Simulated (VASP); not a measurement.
Wanted: the native input for a VASP 6.6.1 run.

```
Task                   : single point
Functional             : LDA
Potentials or basis    : VASP PAW LDA potentials, release 64 (Cu, I)
Cutoff                 : 600 eV
k mesh                 : 8 × 8 × 8
Occupations            : gaussian, width 0.02 eV
Spin                   : no spin polarisation
Dipole correction      : no
Further INCAR settings : ALGO = Normal; EDIFF = 1e-06; NBANDS = 16
```

The structure of CuI lies in POSCAR:

```
CuI
1.0
    0.0000000000      2.9308022151      2.9308022151
    2.9308022151      0.0000000000      2.9308022151
    2.9308022151      2.9308022151      0.0000000000
Cu I
1 1
Direct
    0.0000000000      0.0000000000      0.0000000000
    0.2500000000      0.2500000000      0.2500000000
```

One way to write it, as run:

INCAR

```
PREC = Accurate ; ENCUT = 600
EDIFF = 1E-6 ; ISMEAR = 0
SIGMA = 0.02 ; LREAL = F
LASPH = T ; NELM = 120
ALGO = Normal ; ISIF = 2
LWAVE = F ; LCHARG = F
NBANDS = 16 ; GGA_COMPAT = F
```

KPOINTS

```
regular mesh
0
Gamma
  8 8 8
```

Potentials or basis: VASP PAW LDA potentials, release 64 (Cu, I).

Launch:

```sh
$ cat potpaw_LDA.64/Cu/POTCAR potpaw_LDA.64/I/POTCAR > POTCAR
$ mpirun -np 1 vasp_std > vasp.out
```

It gave:

* Pressure: 0.2 GPa
* Band gap on the k mesh: 1.29 eV

Caveat: spin-orbit coupling is left out, which moves the levels of the heavy elements.

It took 48 s on 1 thread of AMD EPYC 7R43 64-Core Processor (Zen 3), with other jobs on the host, peak memory 0.15 GiB.
